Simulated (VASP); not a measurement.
# Rh (Im-3m) in VASP: notebook

The runs below take Rh through density of states, with PBE.

Everything below comes from runs of VASP 6.6.1. Logs are shortened: lines on timing, memory, paths and dates and some standing lists are left out, and cuts for length are marked.

## 1. The cell of the first run

The structure is cubic, space group Im-3m (No. 229). The conventional cell has a = 2.910 Å, b = 2.910 Å, c = 2.910 Å, α = 90.00°, β = 90.00°, γ = 90.00°. Within 3.3 Å of Rh (site symmetry m-3m) lie 14 Rh at 2.52 to 2.91 Å.

## 2. Density of states, PBE (volume scaled by 0.85)

Contents of POSCAR:

```
Rh
1.0
   -1.4549357995      1.4549357995      1.4549357995
    1.4549357995     -1.4549357995      1.4549357995
    1.4549357995      1.4549357995     -1.4549357995
Rh
1
Direct
    0.0000000000      0.0000000000      0.0000000000
```

Contents of INCAR.step1:

```
SYSTEM = Rh
PREC     = Accurate       ! precision mode
ENCUT    = 520            ! plane-wave cutoff, eV
EDIFF    = 1E-7           ! SCF threshold, eV
ISMEAR   = -1             ! smearing method
SIGMA    = 0.1            ! smearing width, eV
LREAL    = .FALSE.        ! projectors in reciprocal space
LASPH    = .TRUE.         ! aspherical terms in the spheres
NELM     = 100            ! most SCF steps
ALGO     = Normal         ! electronic algorithm
ISIF     = 2              ! what is computed and relaxed
LWAVE    = .FALSE.        ! write WAVECAR
LCHARG   = .TRUE.         ! write CHGCAR
LMAXMIX  = 4              ! l up to which the mixer works
GGA      = PE             ! functional
NBANDS   = 14             ! bands
```

Contents of KPOINTS.step1:

```
regular mesh
0
G
  17 17 17
  0 0 0
```

Contents of INCAR.step2:

```
SYSTEM = Rh
PREC     = Accurate       ! precision mode
ENCUT    = 520            ! plane-wave cutoff, eV
EDIFF    = 1E-7           ! SCF threshold, eV
ISMEAR   = -5             ! smearing method
SIGMA    = 0.1            ! smearing width, eV
LREAL    = .FALSE.        ! projectors in reciprocal space
LASPH    = .TRUE.         ! aspherical terms in the spheres
NELM     = 100            ! most SCF steps
ALGO     = Normal         ! electronic algorithm
ISIF     = 2              ! what is computed and relaxed
LWAVE    = .FALSE.        ! write WAVECAR
LCHARG   = .FALSE.        ! write CHGCAR
LMAXMIX  = 4              ! l up to which the mixer works
GGA      = PE             ! functional
LORBIT   = 11             ! projections on sites
NBANDS   = 14             ! bands
NEDOS    = 2001           ! points of the DOS
ICHARG   = 11             ! starting density
```

Contents of KPOINTS.step2:

```
regular mesh
0
G
  26 26 26
  0 0 0
```

Potentials or basis: VASP PAW PBE potentials, release 64 (Rh_pv).

Started as:

```
$ cat potpaw_PBE.64/Rh_pv/POTCAR > POTCAR
$ cp INCAR.step1 INCAR
$ cp KPOINTS.step1 KPOINTS
$ mpirun -np 1 vasp_std > vasp.out
$ cp INCAR.step2 INCAR
$ cp KPOINTS.step2 KPOINTS
$ mpirun -np 1 vasp_std > vasp.out
```

OUTCAR:

```text
SYSTEM = Rh
   PREC = Accurate
   ENCUT = 520
   EDIFF = 1E-7
   ISMEAR = -5
   LREAL = .FALSE.
   LASPH = .TRUE.
   NELM = 100
   ISIF = 2
   GGA = PE
   LORBIT = 11
   ICHARG = 11

 ion  position               nearest neighbor table
   1  0.000  0.000  0.000-

  LATTYP: Found a body centered cubic cell.
 ALAT       =     2.9098715990

  Lattice vectors:

 A1 = (  -1.4549357995,   1.4549357995,   1.4549357995)
 A2 = (   1.4549357995,  -1.4549357995,   1.4549357995)
 A3 = (   1.4549357995,   1.4549357995,  -1.4549357995)

Analysis of symmetry for initial positions (statically):
=====================================================================
 Subroutine PRICEL returns:
 Original cell was already a primitive cell.

 Routine SETGRP: Setting up the symmetry group for a
 body centered cubic supercell.

 Subroutine GETGRP returns: Found 48 space group operations
 (whereof 48 operations were pure point group operations)
 out of a pool of 48 trial point group operations.

The static configuration has the point symmetry O_h .

Analysis of symmetry for dynamics (positions and initial velocities):
=====================================================================
 Subroutine PRICEL returns:
 Original cell was already a primitive cell.

 Routine SETGRP: Setting up the symmetry group for a
 body centered cubic supercell.

 Subroutine GETGRP returns: Found 48 space group operations
 (whereof 48 operations were pure point group operations)
 out of a pool of 48 trial point group operations.

The dynamic configuration has the point symmetry O_h .

 Subroutine INISYM returns: Found 48 space group operations
 (whereof 48 operations are pure point group operations),
 and found     1 'primitive' translations

----------------------------------------------------------------------------------------

                                     Primitive cell

  volume of cell :      12.3195

  direct lattice vectors                    reciprocal lattice vectors
    -1.454935800  1.454935800  1.454935800     0.000000000  0.343657775  0.343657775
     1.454935800 -1.454935800  1.454935800     0.343657775  0.000000000  0.343657775
     1.454935800  1.454935800 -1.454935800     0.343657775  0.343657775  0.000000000

  length of vectors
     2.520022726  2.520022726  2.520022726     0.486005487  0.486005487  0.486005487

  position of ions in fractional coordinates (direct lattice)
     0.000000000  0.000000000  0.000000000

[... 89 lines left out ...]
   NUPDOWN=      -1.0000    fix difference up-down
   EMIN   =  10.00;   EMAX   =-10.00  energy-range for DOS
   EFERMI =   0.00;   METHOD = LEGACY
   ISMEAR =    -5;   SIGMA  =   0.10  broadening in eV -4-tet -1-fermi 0-gaus
   EFERMI_NEDOS =   21; number of points for ismear=-14 and -15
   IALGO  =     38    algorithm
   IMIX   =      4    mixing-type and parameters
     AMIX     =   0.40;   BMIX     =  1.00
     AMIX_MAG =   1.60;   BMIX_MAG =  1.00
  volume/ion in A,a.u.               =      12.32        83.14
  Fermi-wavevector in a.u.,A,eV,Ry     =   1.748134  3.303495 41.579037  3.055973
  Thomas-Fermi vector in A             =   2.819300
   LORBIT       =     11    0 simple, 1 ext, 2 COOP (PROOUT), +10 PAW based schemes
   GGA     = PE    functional components
   LHFCALC =     F    Hartree Fock is set to
   AEXX    =    0.0000 exact exchange contribution
   IVDW    =     0    specifies the selected vdW correction
   LEPSILON=     F    determine dielectric tensor
   LRPA    =     F    only Hartree local field effects (RPA)
 non-spin polarized calculation
 Fermi weights with tetrahedron method with Bloechl corrections
  energy-cutoff  :      520.00
  volume of cell :       12.32
 maximum number of plane-waves:       370

 number of electron      15.0000000 magnetization

 Free energy of the ion-electron system (eV)
  ---------------------------------------------------
  ext. energy  EPLUGINS =         0.00000000
  ---------------------------------------------------
  free energy    TOTEN  =        -6.58064340 eV

  energy without entropy =       -6.58064340  energy(sigma->0) =       -6.58064340

 E-fermi :  13.7962     XC(G=0): -14.7309

 val. band max:       13.9459861526   @ k =  -0.3846  -0.3846   0.1538
 cond. band min:      13.7643668835   @ k =  -0.3462   0.3462   0.3077
 fundamental gap:     -0.1816192691
 Fermi energy:        13.7961811736

 k-point     1 :       0.0000    0.0000    0.0000
  band No.  band energies     occupation
      1     -32.3651      2.00000
      2     -32.3651      2.00000
      3     -32.3651      2.00000
      4       5.2585      2.00000
      5      10.3126      2.00000
      6      10.3126      2.00000
      7      10.3126      2.00000
      8      13.2337      2.00000
      9      13.2337      2.00000
     10      32.4173      0.00000
     11      32.4173      0.00000
     12      32.4173      0.00000
     13      34.5942      0.00000
     14      44.1690      0.00000
[... 377 lines left out ...]
      1     -33.3528      2.00000
      2     -32.6942      2.00000
      3     -32.3751      2.00000
      4       7.0953      2.00000
      5       8.6290      2.00000
      6      12.8867      2.00000
      7      13.3917      2.00000
      8      13.9909      0.03171
      9      15.4153      0.00000
     10      26.3622      0.00000
     11      29.2154      0.00000
     12      34.5922      0.00000
     13      34.8437      0.00000
     14      40.5986      0.00000

 [... further k-points ...]

------------------------ aborting loop because EDIFF is reached ----------------------------------------

  FORCE on cell =-STRESS in cart. coord.  units (eV):
  Direction    XX          YY          ZZ          XY          YZ          ZX
  --------------------------------------------------------------------------------------
  -------------------------------------------------------------------------------------
  Total        4.4003379      4.4003379      4.4003379      0.0000000      0.0000000      0.0000000
  in kB      572.2754723    572.2754723    572.2754723      0.0000000      0.0000000      0.0000000
  external PRESSURE =     572.2754723 kB  Pullay stress =       0.0000000 kB

 VOLUME and BASIS-vectors are now :
 -----------------------------------------------------------------------------
  energy-cutoff  :      520.00
  volume of cell :       12.32
      direct lattice vectors                 reciprocal lattice vectors
    -1.454935800  1.454935800  1.454935800     0.000000000  0.343657775  0.343657775
     1.454935800 -1.454935800  1.454935800     0.343657775  0.000000000  0.343657775
     1.454935800  1.454935800 -1.454935800     0.343657775  0.343657775  0.000000000

 POSITION                                       TOTAL-FORCE (eV/Angst)
 -----------------------------------------------------------------------------------
      0.00000      0.00000      0.00000        -0.000000     -0.000000      0.000000
 -----------------------------------------------------------------------------------
    total drift:                                0.000000     -0.000000      0.000000

  FREE ENERGIE OF THE ION-ELECTRON SYSTEM (eV)
  ---------------------------------------------------
  free  energy   TOTEN  =        -6.5806434035 eV

  energy  without entropy=       -6.5806434035  energy(sigma->0) =       -6.58064340

 total charge

# of ion       s       p       d       tot
------------------------------------------
    1        0.449   6.353   7.241  14.043
```

OSZICAR.step1:

```text
N       E                     dE             d eps       ncg     rms          rms(c)
DAV:   1     0.118588741240E+03    0.11859E+03   -0.86861E+03  4646   0.117E+03
DAV:   2    -0.548164102419E+01   -0.12407E+03   -0.11858E+03  5196   0.344E+02
DAV:   3    -0.698577015633E+01   -0.15041E+01   -0.15006E+01  5376   0.414E+01
DAV:   4    -0.699088577792E+01   -0.51156E-02   -0.51155E-02  5268   0.247E+00
DAV:   5    -0.699092651619E+01   -0.40738E-04   -0.40738E-04  5334   0.194E-01    0.145E+01
DAV:   6    -0.664662797700E+01    0.34430E+00   -0.51909E-01  4800   0.991E+00    0.642E+00
DAV:   7    -0.662141137367E+01    0.25217E-01   -0.28655E-02  5352   0.216E+00    0.244E+00
DAV:   8    -0.661792872250E+01    0.34827E-02   -0.45175E-03  4776   0.931E-01    0.220E-01
DAV:   9    -0.661783766343E+01    0.91059E-04   -0.86932E-05  5184   0.132E-01    0.283E-02
DAV:  10    -0.661784142835E+01   -0.37649E-05   -0.25128E-06  5118   0.195E-02    0.153E-03
DAV:  11    -0.661784139562E+01    0.32732E-07   -0.11537E-07  3858   0.450E-03
   1 F= -.66178414E+01 E0= -.65886773E+01  d E =-.583281E-01
```

Wall time 2.7 min (1 thread of Intel Xeon 8259CL, shared host); peak memory 0.24 GiB.

What came out:

| Property | Result |
| --- | --- |
| Valence electrons inside the program's atomic spheres | Rh 14.04 |

Caveat: the cell differs from its parent crystal (volume scaled by 0.85); tetrahedron occupations give inexact forces and stress in metals.

## 3. Density of states, PBE

This run uses another cell than the first one, of 14.49 Å³/atom, 1.176 times its volume.

Contents of POSCAR:

```
Rh
1.0
   -1.5359279900      1.5359279900      1.5359279900
    1.5359279900     -1.5359279900      1.5359279900
    1.5359279900      1.5359279900     -1.5359279900
Rh
1
Direct
    0.0000000000      0.0000000000      0.0000000000
```

Contents of INCAR.step1:

```
ALGO = Normal
EDIFF = 1E-6
ENCUT = 520
GGA = PE
ISIF = 2
ISMEAR = -1
LASPH = T
LCHARG = T
LMAXMIX = 4
LREAL = F
LWAVE = F
NBANDS = 14
NELM = 80
PREC = Accurate
SIGMA = 0.1
```

Contents of KPOINTS.step1:

```
k-points
0
Gamma
  17 17 17
```

Contents of INCAR.step2:

```
ALGO = Normal
EDIFF = 1E-6
ENCUT = 520
GGA = PE
ICHARG = 11
ISIF = 2
ISMEAR = -5
LASPH = T
LCHARG = F
LMAXMIX = 4
LORBIT = 10
LREAL = F
LWAVE = F
NEDOS = 1001
NELM = 80
PREC = Accurate
SIGMA = 0.1
```

Contents of KPOINTS.step2:

```
k-points
0
Gamma
  26 26 26
```

Potentials or basis: VASP PAW PBE potentials, release 64 (Rh_pv).

Started as:

```
$ cat potpaw_PBE.64/Rh_pv/POTCAR > POTCAR
$ cp INCAR.step1 INCAR
$ cp KPOINTS.step1 KPOINTS
$ mpirun -np 1 vasp_std > vasp.out
$ cp INCAR.step2 INCAR
$ cp KPOINTS.step2 KPOINTS
$ mpirun -np 1 vasp_std > vasp.out
```

OUTCAR:

```text
EDIFF = 1E-6
   ENCUT = 520
   GGA = PE
   ICHARG = 11
   ISIF = 2
   ISMEAR = -5
   LASPH = T
   LORBIT = 10
   LREAL = F
   NELM = 80
   PREC = Accurate

 ion  position               nearest neighbor table
   1  0.000  0.000  0.000-

  LATTYP: Found a body centered cubic cell.
 ALAT       =     3.0718559800

  Lattice vectors:

 A1 = (  -1.5359279900,   1.5359279900,   1.5359279900)
 A2 = (   1.5359279900,  -1.5359279900,   1.5359279900)
 A3 = (   1.5359279900,   1.5359279900,  -1.5359279900)

[... 520 lines left out ...]
  FORCE on cell =-STRESS in cart. coord.  units (eV):
  Direction    XX          YY          ZZ          XY          YZ          ZX
  --------------------------------------------------------------------------------------
  -------------------------------------------------------------------------------------
  Total        0.0101143      0.0101143      0.0101143     -0.0000000     -0.0000000     -0.0000000
  in kB        1.1180845      1.1180845      1.1180845     -0.0000000     -0.0000000     -0.0000000
  external PRESSURE =       1.1180845 kB  Pullay stress =       0.0000000 kB

 VOLUME and BASIS-vectors are now :
 -----------------------------------------------------------------------------
  energy-cutoff  :      520.00
  volume of cell :       14.49
      direct lattice vectors                 reciprocal lattice vectors
    -1.535927990  1.535927990  1.535927990     0.000000000  0.325536095  0.325536095
     1.535927990 -1.535927990  1.535927990     0.325536095  0.000000000  0.325536095
     1.535927990  1.535927990 -1.535927990     0.325536095  0.325536095  0.000000000

 POSITION                                       TOTAL-FORCE (eV/Angst)
 -----------------------------------------------------------------------------------
      0.00000      0.00000      0.00000        -0.000000      0.000000     -0.000000
 -----------------------------------------------------------------------------------
    total drift:                                0.000000     -0.000000      0.000000

  FREE ENERGIE OF THE ION-ELECTRON SYSTEM (eV)
  ---------------------------------------------------
  free  energy   TOTEN  =        -6.9039496164 eV

  energy  without entropy=       -6.9039496164  energy(sigma->0) =       -6.90394962

 total charge

# of ion       s       p       d       tot
------------------------------------------
    1        0.380   6.251   7.093  13.724
```

OUTCAR.step1:

```text
EDIFF = 1E-6
   ENCUT = 520
   GGA = PE
   ISIF = 2
   ISMEAR = -1
   LASPH = T
[... 622 lines left out ...]

 POSITION                                       TOTAL-FORCE (eV/Angst)
 -----------------------------------------------------------------------------------
      0.00000      0.00000      0.00000        -0.000000      0.000000     -0.000000
 -----------------------------------------------------------------------------------
    total drift:                                0.000000     -0.000000      0.000000

  FREE ENERGIE OF THE ION-ELECTRON SYSTEM (eV)
  ---------------------------------------------------
  free  energy   TOTEN  =        -6.9475148817 eV

  energy  without entropy=       -6.8743706945  energy(sigma->0) =       -6.91094279
```

Wall time 2.2 min (1 thread of Intel Xeon 8259CL, shared host); peak memory 0.23 GiB.

What came out:

- Valence electrons inside the program's atomic spheres: Rh 13.72

Levels at points of the mesh, in eV from the Fermi level:
```csv
k point,band 4,band 5,band 6,band 7,band 8,band 9,band 10,band 11
"(0.00, 0.00, 0.00)",-7.38,-2.72,-2.72,-2.72,-0.40,-0.40,18.45,18.45
"(0.50, 0.00, 0.00)",-5.51,-4.15,-0.46,-0.08,1.38,1.54,9.01,14.58
"(0.50, 0.50, 0.50)",-5.48,-5.48,1.06,1.06,1.06,9.34,9.34,9.34
```

Caveat: tetrahedron occupations give inexact forces and stress in metals.

## 4. Density of states, PBE (volume scaled by 0.4)

Contents of POSCAR:

```
Rh
1.0
   -1.1316814189      1.1316814189      1.1316814189
    1.1316814189     -1.1316814189      1.1316814189
    1.1316814189      1.1316814189     -1.1316814189
Rh
1
Direct
    0.0000000000      0.0000000000      0.0000000000
```

Contents of INCAR.step1:

```
SYSTEM = Rh
PREC = Accurate
ENCUT = 520
EDIFF = 1E-6
ISMEAR = -1
SIGMA = 0.1
LREAL = .False.
LASPH = .True.
NELM = 80
ALGO = Normal
ISIF = 2
LWAVE = .False.
LCHARG = .True.
LMAXMIX = 4
GGA = PE
NBANDS = 14
```

Contents of KPOINTS.step1:

```
Automatic mesh
0
Gamma
  17 17 17
  0 0 0
```

Contents of INCAR.step2:

```
SYSTEM = Rh
PREC = Accurate
ENCUT = 520
EDIFF = 1E-6
ISMEAR = -5
SIGMA = 0.1
LREAL = .False.
LASPH = .True.
NELM = 80
ALGO = Normal
ISIF = 2
LWAVE = .False.
LCHARG = .False.
LMAXMIX = 4
GGA = PE
LORBIT = 11
NEDOS = 1001
ICHARG = 11
```

Contents of KPOINTS.step2:

```
Automatic mesh
0
Gamma
  26 26 26
  0 0 0
```

Started as:

```
$ cat potpaw_PBE.64/Rh_pv/POTCAR > POTCAR
$ cp INCAR.step1 INCAR
$ cp KPOINTS.step1 KPOINTS
$ mpirun -np 1 vasp_std > vasp.out
$ cp INCAR.step2 INCAR
$ cp KPOINTS.step2 KPOINTS
$ mpirun -np 1 vasp_std > vasp.out
```

Wall time 14 s (1 thread of Intel Xeon 6975P-C (Granite Rapids), shared host); peak memory 0.18 GiB.

Levels at points of the mesh, in eV from the Fermi level:
```csv
k point,band 4,band 5,band 6,band 7,band 8,band 9,band 10,band 11
"(0.00, 0.00, 0.00)",-11.70,-10.35,-10.35,-10.35,-3.02,-3.02,14.84,14.84
"(0.50, 0.00, 0.00)",-17.95,-15.64,-1.93,-0.60,5.34,6.36,12.16,18.94
"(0.50, 0.50, 0.50)",-20.94,-20.94,3.90,3.90,3.90,16.86,16.86,16.86
```

Caveat: the cell differs from its parent crystal (volume scaled by 0.4); tetrahedron occupations give inexact forces and stress in metals.
